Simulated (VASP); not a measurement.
Write the native input for VASP 6.6.1 that does the following.

```yaml
Task: single point
Functional: PBE
Potentials_or_basis: VASP PAW PBE potentials, release 64 (Mo_sv, Se)
Cutoff: 500 eV
k_mesh: 4 × 4 × 4
Occupations: gaussian, width 0.1 eV
Spin: collinear spin, ferromagnetic start
Starting_moments: "[1.0, 1.0, 1.0, 1.0, 1.0, 1.0, 0.0, 0.0] μB"
Dipole_correction: no
Further_INCAR_settings: ALGO = Normal; EDIFF = 1e-06; NBANDS = 62
```

The structure of Mo3Se lies in POSCAR:

```
Mo3Se
1.0
    5.2623253985      0.0000000000      0.0000000000
    0.0000000000      5.2623253985      0.0000000000
    0.0000000000      0.0000000000      5.2623253985
Mo Se
6 2
Direct
    0.0000000000      0.5000000000      0.2500000000
    0.0000000000      0.5000000000      0.7500000000
    0.2500000000      0.0000000000      0.5000000000
    0.7500000000      0.0000000000      0.5000000000
    0.5000000000      0.7500000000      0.0000000000
    0.5000000000      0.2500000000      0.0000000000
    0.0000000000      0.0000000000      0.0000000000
    0.5000000000      0.5000000000      0.5000000000
```

One way to write it, as run:

INCAR

```
SYSTEM = Mo3Se
PREC = Accurate ; ENCUT = 500
EDIFF = 1E-6 ; ISMEAR = 0
SIGMA = 0.1 ; LREAL = .False.
LASPH = .True. ; NELM = 200
ALGO = Normal ; ISIF = 2
LWAVE = .False. ; LCHARG = .False.
ISPIN = 2 ; MAGMOM = 1 1 1 1 1 1 0 0
LORBIT = 11 ; LMAXMIX = 4
GGA = PE ; NBANDS = 62
GGA_COMPAT = .False.
```

KPOINTS

```
regular mesh
0
Gamma
  4 4 4
  0 0 0
```

Potentials or basis: VASP PAW PBE potentials, release 64 (Mo_sv, Se).

Command:

```console
$ cat potpaw_PBE.64/Mo_sv/POTCAR potpaw_PBE.64/Se/POTCAR > POTCAR
$ mpirun -np 1 vasp_std > vasp.out
```

It gave:

The pressure is -22.3 GPa and the band gap on the k mesh is zero (filled and empty bands overlap). The net moment is 0.00 μB per cell and the valence electrons inside the program's atomic spheres are Mo 12.25; Se 3.71.

Wall time 3.4 min on 1 thread of Intel(R) Xeon(R) Platinum 8375C CPU @ 2.90GHz (Ice Lake), with other jobs on the host, peak memory 0.34 GiB.
